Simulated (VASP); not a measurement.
# Mo2W3 (Fmmm) in VASP: relaxation of cell and atoms with PBE

Aim: the relaxation of cell and atoms of Mo2W3 with PBE.

Everything below comes from runs of VASP 6.6.1. Logs are shortened: lines on timing, memory, paths and dates and some standing lists are left out, and cuts for length are marked.

## 1. The cell of the first run

It takes space group Fmmm (No. 69, orthorhombic). The conventional cell has a = 3.277 Å, b = 4.634 Å, c = 23.171 Å, α = 90.00°, β = 90.00°, γ = 90.00°. Within 3.7 Å of Mo (site symmetry mm2) lie 10 Mo at 2.84 to 3.28 Å and 4 W at 2.84 to 3.28 Å. Within 3.7 Å of W (site symmetry mm2) lie 10 W at 2.84 to 3.28 Å and 4 Mo at 2.84 to 3.28 Å. W (site symmetry mmm) has 14 W at 2.84 to 3.28 Å within 3.7 Å.

## 2. Relaxation of cell and atoms, PBE

INCAR

```
PREC     = Accurate       # precision mode
ENCUT    = 500            # plane-wave cutoff, eV
EDIFF    = 1E-7           # SCF threshold, eV
ISMEAR   = 0              # smearing method
SIGMA    = 0.1            # smearing width, eV
LREAL    = F              # projectors in reciprocal space
LASPH    = T              # aspherical terms in the spheres
NELM     = 120            # most SCF steps
ALGO     = Normal         # electronic algorithm
ISIF     = 3              # what is computed and relaxed
LWAVE    = F              # write WAVECAR
LCHARG   = F              # write CHGCAR
GGA      = PE             # functional
IBRION   = 2              # ionic algorithm
NSW      = 90             # ionic steps
EDIFFG   = -0.04          # ionic threshold
GGA_COMPAT= F            
NELMIN   = 4            
KPAR     = 8
```

KPOINTS

```
Automatic mesh
0
Gamma
  6 6 6
```

POSCAR

```
Mo2W3
1.0
    0.0000000000      2.3170849600     11.5854248100
    1.6384264900      0.0000000000     11.5854248100
    1.6384264900      2.3170849600      0.0000000000
Mo W
2 3
Direct
    0.2000000000      0.2000000000      0.8000000000
    0.8000000000      0.8000000000      0.2000000000
    0.4000000000      0.4000000000      0.6000000000
    0.0000000000      0.0000000000      0.0000000000
    0.6000000000      0.6000000000      0.4000000000
```

Potentials or basis: VASP PAW PBE potentials, release 64 (Mo_sv, W_sv).

Run with:

```console
> cat potpaw_PBE.64/Mo_sv/POTCAR potpaw_PBE.64/W_sv/POTCAR > POTCAR
> mpirun -np 8 vasp_std > vasp.out
```

OUTCAR:

```text
PREC = Accurate
   ENCUT = 500
   EDIFF = 1E-7
   ISMEAR = 0
   LREAL = F
   LASPH = T
   NELM = 120
   ISIF = 3
   GGA = PE
   IBRION = 2
   NSW = 90
   EDIFFG = -0.04
   NELMIN = 4

 ion  position               nearest neighbor table
   1  0.200  0.200  0.800-   2 2.84   2 2.84   5 2.84   5 2.84   2 3.28   2 3.28   5 3.28   5 3.28

   2  0.800  0.800  0.200-   1 2.84   1 2.84   3 2.84   3 2.84   1 3.28   1 3.28   3 3.28   3 3.28

   3  0.400  0.400  0.600-   4 2.84   4 2.84   2 2.84   2 2.84   2 3.28   4 3.28   4 3.28   2 3.28

   4  0.000  0.000  0.000-   5 2.84   5 2.84   3 2.84   3 2.84   3 3.28   5 3.28   5 3.28   3 3.28

   5  0.600  0.600  0.400-   1 2.84   1 2.84   4 2.84   4 2.84   4 3.28   1 3.28   1 3.28   4 3.28

  LATTYP: Found a face centered orthorhombic cell.
 ALAT       =     3.2768529800
 B/A-ratio  =     1.4142135605
 C/A-ratio  =     7.0710678085

  Lattice vectors:

 A1 = (   0.0000000000,   2.3170849600,  11.5854248100)
 A2 = (   1.6384264900,   0.0000000000,  11.5854248100)
 A3 = (   1.6384264900,   2.3170849600,   0.0000000000)

Analysis of symmetry for initial positions (statically):
=====================================================================
 Subroutine PRICEL returns:
 Original cell was already a primitive cell.

 Routine SETGRP: Setting up the symmetry group for a
 face centered orthorhombic supercell.

 Subroutine GETGRP returns: Found  8 space group operations
 (whereof  8 operations were pure point group operations)
 out of a pool of  8 trial point group operations.

The static configuration has the point symmetry D_2h.

Analysis of symmetry for dynamics (positions and initial velocities):
=====================================================================
 Subroutine PRICEL returns:
 Original cell was already a primitive cell.

 Routine SETGRP: Setting up the symmetry group for a
 face centered orthorhombic supercell.

 Subroutine GETGRP returns: Found  8 space group operations
 (whereof  8 operations were pure point group operations)
 out of a pool of  8 trial point group operations.

The dynamic configuration has the point symmetry D_2h.

 Subroutine INISYM returns: Found  8 space group operations
 (whereof  8 operations are pure point group operations),
 and found     1 'primitive' translations

----------------------------------------------------------------------------------------

                                     Primitive cell

  volume of cell :      87.9652

  direct lattice vectors                    reciprocal lattice vectors
     0.000000000  2.317084960 11.585424810    -0.305170847  0.215788376  0.043157675
     1.638426490  0.000000000 11.585424810     0.305170847 -0.215788376  0.043157675
     1.638426490  2.317084960  0.000000000     0.305170847  0.215788376 -0.043157675

  length of vectors
    11.814861435 11.700705508  2.837837923     0.376239889  0.376239889  0.376239889

  position of ions in fractional coordinates (direct lattice)
     0.200000000  0.200000000  0.800000000
     0.800000000  0.800000000  0.200000000
     0.400000000  0.400000000  0.600000000
     0.000000000  0.000000000  0.000000000
     0.600000000  0.600000000  0.400000000

  ion indices of the primitive-cell ions
   primitive index   ion index
                 1           1
                 2           2
                 3           3
                 4           4
                 5           5

----------------------------------------------------------------------------------------

 KPOINTS: Automatic mesh

Automatic generation of k-mesh.
 Grid dimensions read from file:
 generate k-points for:    6    6    6

 Generating k-lattice:

  Cartesian coordinates                     Fractional coordinates (reciprocal lattice)
    -0.050861808  0.035964729  0.007192946     0.166666667  0.000000000  0.000000000
     0.050861808 -0.035964729  0.007192946    -0.000000000  0.166666667 -0.000000000
     0.050861808  0.035964729 -0.007192946     0.000000000  0.000000000  0.166666667

  Length of vectors
     0.062706648  0.062706648  0.062706648

  Shift w.r.t. Gamma in fractional coordinates (k-lattice)
     0.000000000  0.000000000  0.000000000

 Subroutine IBZKPT returns following result:
 ===========================================

 Found     46 irreducible k-points:

 Following reciprocal coordinates:
            Coordinates               Weight
  0.000000  0.000000  0.000000      1.000000
  0.166667 -0.000000 -0.000000      8.000000
  0.333333  0.000000  0.000000      8.000000
  0.500000 -0.000000  0.000000      4.000000
  0.166667  0.166667  0.000000      2.000000
  0.333333  0.166667  0.000000      8.000000
[... 16 lines left out ...]
 -0.166667  0.166667  0.166667      8.000000
  0.500000  0.333333  0.166667      4.000000
 [... further k-points ...]
   k-points           NKPTS =     46   k-points in BZ     NKDIM =     46   number of bands    NBANDS=     42
   number of dos      NEDOS =    301   number of ions     NIONS =      5
   total plane-waves  NPLWV = 194400
   dimension x,y,z NGX =    90 NGY =   90 NGZ =   24
   dimension x,y,z NGXF=   180 NGYF=  180 NGZF=   48
   ions per type =               2   3
   NGX,Y,Z   is equivalent  to a cutoff of  12.66, 12.79, 14.06 a.u.
   NGXF,Y,Z  is equivalent  to a cutoff of  25.33, 25.57, 28.12 a.u.
 SYSTEM =  unknown system
   PREC   = accura    normal or accurate (medium, high low for compatibility)
   ISTART =      0    job   : 0-new  1-cont  2-samecut
   ICHARG =      2    charge: 1-file 2-atom 10-const
   ISPIN  =      1    spin polarized calculation?
   LNONCOLLINEAR =      F non collinear calculations
   LSORBIT =      F    spin-orbit coupling
   LASPH  =      T    aspherical Exc in radial PAW
   ENCUT  =  500.0 eV  36.75 Ry    6.06 a.u.  21.54 21.33  5.17*2*pi/ulx,y,z
   NELM   =    120;   NELMIN=  4; NELMDL= -5     # of ELM steps
   EDIFF  = 0.1E-06   stopping-criterion for ELM
   LREAL  =      F    real-space projection
   EDIFFG = -.4E-01   stopping-criterion for IOM
   NSW    =     90    number of steps for IOM
   IBRION =      2    ionic relax: 0-MD 1-quasi-New 2-CG
   NFREE  =      1    steps in history (QN), initial steepest desc. (CG)
   ISIF   =      3    stress and relaxation
   ISYM   =      2    0-nonsym 1-usesym 2-fastsym
   POTIM  = 0.5000    time-step for ionic-motion
   TEBEG  =    0.0;   TEEND  =   0.0 temperature during run
   PSTRESS=    0.0 pullay stress
   NELECT =      70.0000    total number of electrons
   NUPDOWN=      -1.0000    fix difference up-down
   EMIN   =  10.00;   EMAX   =-10.00  energy-range for DOS
   EFERMI =   0.00;   METHOD = LEGACY
   ISMEAR =     0;   SIGMA  =   0.10  broadening in eV -4-tet -1-fermi 0-gaus
   EFERMI_NEDOS =   21; number of points for ismear=-14 and -15
   IALGO  =     38    algorithm
   IMIX   =      4    mixing-type and parameters
     AMIX     =   0.40;   BMIX     =  1.00
     AMIX_MAG =   1.60;   BMIX_MAG =  1.00
  volume/ion in A,a.u.               =      17.59       118.72
  Fermi-wavevector in a.u.,A,eV,Ry     =   1.517064  2.866835 31.313577  2.301483
  Thomas-Fermi vector in A             =   2.626370
   LORBIT       =      0    0 simple, 1 ext, 2 COOP (PROOUT), +10 PAW based schemes
   GGA     = PE    functional components
   LHFCALC =     F    Hartree Fock is set to
   AEXX    =    0.0000 exact exchange contribution
   IVDW    =     0    specifies the selected vdW correction
   LEPSILON=     F    determine dielectric tensor
   LRPA    =     F    only Hartree local field effects (RPA)
 conjugate gradient relaxation of ions
 non-spin polarized calculation
 Gauss-broadening in eV      SIGMA  =   0.10
  energy-cutoff  :      500.00
  volume of cell :       87.97
 maximum number of plane-waves:      2252
 NGX is ok and might be reduce to    90
   NGX = 43   NGY = 43   NGZ = 11

--------------------------------------- Ionic step        1  -------------------------------------------

 number of electron      70.0000002 magnetization

 Free energy of the ion-electron system (eV)
  ---------------------------------------------------
  ext. energy  EPLUGINS =         0.00000000
  ---------------------------------------------------
  free energy    TOTEN  =       -60.28042154 eV

  energy without entropy =      -60.26935725  energy(sigma->0) =      -60.27488940

------------------------ aborting loop because EDIFF is reached ----------------------------------------

  FORCE on cell =-STRESS in cart. coord.  units (eV):
  Direction    XX          YY          ZZ          XY          YZ          ZX
  --------------------------------------------------------------------------------------
  -------------------------------------------------------------------------------------
  Total      -12.5655314    -12.8051813    -11.5295239      0.0000000      0.0000000      0.0000000
  in kB     -228.8656233   -233.2305491   -209.9960274      0.0000000      0.0000000      0.0000000
  external PRESSURE =    -224.0307332 kB  Pullay stress =       0.0000000 kB

 VOLUME and BASIS-vectors are now :
 -----------------------------------------------------------------------------
  energy-cutoff  :      500.00
  volume of cell :       87.97
      direct lattice vectors                 reciprocal lattice vectors
     0.000000000  2.317084960 11.585424810    -0.305170847  0.215788376  0.043157675
     1.638426490  0.000000000 11.585424810     0.305170847 -0.215788376  0.043157675
     1.638426490  2.317084960  0.000000000     0.305170847  0.215788376 -0.043157675
[... 235 lines left out ...]
 POSITION                                       TOTAL-FORCE (eV/Angst)
 -----------------------------------------------------------------------------------
      1.58349      2.23276      4.52382        -0.000000      0.000000      0.040142
      1.58349      2.23276     18.08796        -0.000000      0.000000     -0.040142
      1.58349      2.23276      9.03956        -0.000000      0.000000     -0.051439
      0.00000      0.00000      0.00000         0.000000      0.000000      0.000000
      1.58349      2.23276     13.57223        -0.000000      0.000000      0.051439
 -----------------------------------------------------------------------------------
    total drift:                                0.000000      0.000000      0.000000

  FREE ENERGIE OF THE ION-ELECTRON SYSTEM (eV)
  ---------------------------------------------------
  free  energy   TOTEN  =       -60.8952332138 eV

  energy  without entropy=      -60.8852552122  energy(sigma->0) =      -60.89024421

--------------------------------------- Ionic step        8  -------------------------------------------

 number of electron      70.0000000 magnetization

 Free energy of the ion-electron system (eV)
  ---------------------------------------------------
  ext. energy  EPLUGINS =         0.00000000
  ---------------------------------------------------
  free energy    TOTEN  =       -60.89555369 eV

  energy without entropy =      -60.88561882  energy(sigma->0) =      -60.89058626

 E-fermi :  11.7216     XC(G=0): -13.4573

 val. band max:       11.7114172903   @ k =   0.5000   0.1667   0.3333
 cond. band min:      11.7236335797   @ k =  -0.1667   0.0000   0.1667
 fundamental gap:      0.0122162893
 Fermi energy:        11.7216352090

 k-point     1 :       0.0000    0.0000    0.0000
  band No.  band energies     occupation
      1     -62.4744      2.00000
      2     -62.4352      2.00000
      3     -62.3895      2.00000
      4     -49.5560      2.00000
      5     -49.4378      2.00000
      6     -27.1439      2.00000
[... 1069 lines left out ...]
     41      12.1335      0.00000
     42      12.3286      0.00000

 [... further k-points ...]
[... 5 lines left out ...]
  --------------------------------------------------------------------------------------
  -------------------------------------------------------------------------------------
  Total       -0.0796265      0.0085692     -0.0750294      0.0000000      0.0000000      0.0000000
  in kB       -1.5951596      0.1716669     -1.5030675      0.0000000      0.0000000      0.0000000
  external PRESSURE =      -0.9755201 kB  Pullay stress =       0.0000000 kB

 VOLUME and BASIS-vectors are now :
 -----------------------------------------------------------------------------
  energy-cutoff  :      500.00
  volume of cell :       79.98
      direct lattice vectors                 reciprocal lattice vectors
    -0.000000000  2.232561480 11.302616328    -0.315513950  0.223957998  0.044237545
     1.584715984  0.000000000 11.302616328     0.315513950 -0.223957998  0.044237545
     1.584715984  2.232561480  0.000000000     0.315513950  0.223957998 -0.044237545

 POSITION                                       TOTAL-FORCE (eV/Angst)
 -----------------------------------------------------------------------------------
      1.58472      2.23256      4.52426         0.000000     -0.000000      0.021834
      1.58472      2.23256     18.08097         0.000000     -0.000000     -0.021834
      1.58472      2.23256      9.03454         0.000000     -0.000000     -0.024371
      1.58472      2.23256      0.00000        -0.000000      0.000000      0.000000
      1.58472      2.23256     13.57069         0.000000     -0.000000      0.024371
 -----------------------------------------------------------------------------------
    total drift:                                0.000000      0.000000      0.000000

  FREE ENERGIE OF THE ION-ELECTRON SYSTEM (eV)
  ---------------------------------------------------
  free  energy   TOTEN  =       -60.8955536863 eV

  energy  without entropy=      -60.8856188248  energy(sigma->0) =      -60.89058626

 reached required accuracy - stopping structural energy minimisation
```

Run time: 16 min. Hardware: 8 MPI ranks of AMD EPYC 7R13 (Zen 3), shared host; peak memory 0.58 GiB.

Results:

| Item | Value |
| --- | --- |
| Free energy | -60.8956 eV |
| Relaxed volume | 16.00 Å³/atom |
| Relaxed cell | a = 11.521 Å, b = 11.413 Å, c = 2.738 Å, α = 85.39°, β = 80.91°, γ = 13.70° |
| Space group after relaxing (to 0.1 Å) | Fmmm (No. 69) |
| Pressure after relaxing | -0.1 GPa |
| Largest force after relaxing | 0.024 eV/Å |
| Band gap on the k mesh | zero (bands 35 and 36 overlap by 2.04 eV) |

Forces on the atoms (eV/Å):
```
Mo   0.000  0.000  0.022
Mo   0.000  0.000 -0.022
W    0.000  0.000 -0.024
W    0.000  0.000  0.000
W    0.000  0.000  0.024
```

Final structure:
```yaml
crystal:
  lattice:
    - [0.00000, 2.23256, 11.30262]
    - [1.58472, 0.00000, 11.30262]
    - [1.58472, 2.23256, 0.00000]
  atoms:
    - { symbol: Mo, position: [0.20014, 0.20014, 0.79986] }
    - { symbol: Mo, position: [0.79986, 0.79986, 0.20014] }
    - { symbol: W, position: [0.39967, 0.39967, 0.60033] }
    - { symbol: W, position: [0.00000, 0.00000, 0.00000] }
    - { symbol: W, position: [0.60033, 0.60033, 0.39967] }
```

Caveat: the k points lie up to 0.41 Å⁻¹ apart in the final cell, too coarse for converged energies and pressures of a metal; spin-orbit coupling is left out, which moves the levels of the heavy elements.
